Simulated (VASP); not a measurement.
Input of a VASP 6.6.1 run:

The input INCAR:

```
PREC     = Accurate       # precision mode
ENCUT    = 600            # plane-wave cutoff, eV
EDIFF    = 1E-6           # SCF threshold, eV
ISMEAR   = -1             # smearing method
SIGMA    = 0.02           # smearing width, eV
LREAL    = F              # projectors in reciprocal space
LASPH    = T              # aspherical terms in the spheres
NELM     = 80             # most SCF steps
ALGO     = Normal         # electronic algorithm
ISIF     = 3              # what is computed and relaxed
LWAVE    = F              # write WAVECAR
LCHARG   = F              # write CHGCAR
GGA      = B5             # functional
ALDAX    = 1.0          
AGGAX    = 1.0          
AGGAC    = 1.0          
ALDAC    = 0.0          
IVDW     = 12             # dispersion correction
VDW_S6   = 1.0          
VDW_S8   = 2.6996       
VDW_A1   = 0.4298       
VDW_A2   = 4.2359       
IBRION   = 2              # ionic algorithm
NSW      = 80             # ionic steps
EDIFFG   = -0.01          # ionic threshold
```

KPOINTS

```
regular mesh
0
Gamma
  6 6 8
```

POSCAR

```
HfO2
1.0
    4.8135330000      0.0000000000      0.0000000000
    0.0000000000      4.8135330000      0.0000000000
    0.0000000000      0.0000000000      3.2054150000
Hf O
2 4
Direct
    0.0000000000      0.0000000000      0.0000000000
    0.5000000000      0.5000000000      0.5000000000
    0.1949550000      0.8050450000      0.5000000000
    0.3050450000      0.3050450000      0.0000000000
    0.6949550000      0.6949550000      0.0000000000
    0.8050450000      0.1949550000      0.5000000000
```

Potentials or basis: VASP PAW PBE potentials, release 64 (Hf_pv, O).

The run is started by

```console
$ cat potpaw_PBE.64/Hf_pv/POTCAR potpaw_PBE.64/O/POTCAR > POTCAR
$ mpirun -np 1 vasp_std > vasp.out
```

Question: Predict the relaxed volume.

Answer: 12.64 Å³/atom.

Question: Predict the dispersion energy per atom.

Answer: -0.469 eV.

Step by step:
| step | energy change (eV) | largest force (eV/Å) | pressure (GPa) | volume (Å³) |
| --- | --- | --- | --- | --- |
| 1 | 0.0000 | 0.1162 | 5.02 | 74.27 |
| 2 | 0.0428 | 0.1965 | -7.38 | 78.52 |
| 3 | -0.0248 | 0.0153 | -0.11 | 75.84 |
| 4 | -0.0248 | 0.0115 | 0.13 | 75.79 |
| 5 | -0.0250 | 0.0111 | 0.06 | 75.84 |
| 6 | -0.0250 | 0.0116 | 0.08 | 75.84 |
| 7 | -0.0250 | 0.0110 | 0.07 | 75.84 |
| 8 | -0.0249 | 0.0004 | 0.12 | 75.81 |
| 9 | -0.0250 | 0.0099 | 0.08 | 75.84 |

Caveat: the PAW data sets were made with another functional, which shifts forces and pressure a little.
